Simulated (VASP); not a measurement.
Wanted: the native input for a VASP 6.6.1 run.

```yaml
Task: relaxation of cell and atoms
Functional: PBEsol
Potentials_or_basis: VASP PAW PBE potentials, release 64 (Re)
Cutoff: 600 eV
k_mesh: 14 × 14 × 8
Occupations: gaussian, width 0.05 eV
Spin: no spin polarisation
Dipole_correction: no
Further_INCAR_settings: ALGO = Normal; EDIFF = 1e-06; IBRION = 2; EDIFFG = -0.01; NSW = 80; ISIF = 3
```

The structure of Re lies in POSCAR:

```
Re
1.0
    2.7600000000      0.0000000000      0.0000000000
   -1.3800000000      2.3902301144      0.0000000000
    0.0000000000      0.0000000000      4.4574000000
Re
2
Direct
    0.3333333333      0.6666666667      0.7500000000
    0.6666666667      0.3333333333      0.2500000000
```

One way to write it, as run:

INCAR

```
SYSTEM = Re
PREC = Accurate
ENCUT = 600
EDIFF = 1E-6
ISMEAR = 0
SIGMA = 0.05
LREAL = .FALSE.
LASPH = .TRUE.
NELM = 60
ALGO = Normal
ISIF = 3
LWAVE = .FALSE.
LCHARG = .FALSE.
GGA = PS
IBRION = 2
NSW = 80
EDIFFG = -0.01
```

KPOINTS

```
regular mesh
0
G
  14 14 8
  0 0 0
```

Potentials or basis: VASP PAW PBE potentials, release 64 (Re).

Run with:

```sh
$ cat potpaw_PBE.64/Re/POTCAR > POTCAR
$ mpirun -np 1 vasp_std > vasp.out
```

It gave:

* Relaxed volume: 14.56 Å³/atom
* Relaxed cell: a = 2.749 Å, b = 2.749 Å, c = 4.448 Å, α = 90.00°, β = 90.00°, γ = 120.00°
* Space group after relaxing (to 0.1 Å): P6_3/mmc (No. 194)
* Energy gained by relaxing: 1.7 meV/atom
* Ionic steps: 8
* Pressure after relaxing: 0.1 GPa
* Band gap on the k mesh: zero (bands 7 and 8 overlap by 3.32 eV)

Caveat: the PAW data sets were made with another functional, which shifts forces and pressure a little; spin-orbit coupling is left out, which moves the levels of the heavy elements.

It took 120 s on 1 thread of Intel(R) Xeon(R) Platinum 8259CL CPU @ 2.50GHz (Skylake/Cascade Lake), with other jobs on the host, peak memory 0.19 GiB.
